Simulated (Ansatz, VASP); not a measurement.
SrMg: VASP beside Ansatz

```
Sr Mg
1.0
     4.11710    0.00000    0.00000
     0.00000    4.11710    0.00000
     0.00000    0.00000    3.49954
Sr Mg
1 1
Direct
  0.50000 0.50000 0.50000
  0.00000 0.00000 0.00000
```

Alike in both runs: task single point; functional LDA; k mesh 14 × 14 × 14; occupations gaussian, width 0.15 eV; no spin polarisation.

```csv
,VASP,Ansatz
version,VASP 6.6.1,Ansatz 0.2.0
potentials or method,"VASP PAW LDA potentials, release 64 (Sr_sv, Mg), cutoff 520 eV","scalar-relativistic, plane waves, PAW"
valence electrons in the cell,12,20
```

Ansatz gave:

* gap on the k mesh at the Fermi level (eV): none
* pressure (GPa): 3.5
* traceless stress, the component that is largest in VASP (GPa): 2.46

Which values does VASP return?

gap on the k mesh at the Fermi level (eV): none; pressure (GPa): 3.3; traceless stress, the component that is largest in VASP (GPa): 2.49.

LDA's correlation is that of Perdew and Zunger in VASP and of Perdew and Wang (1992) in Ansatz. A gap of «none» marks a metal or a gap that the smearing closes. VASP's potentials hold 12 valence electrons a cell and Ansatz's 20, so a difference there can come from the potentials and not from the codes.
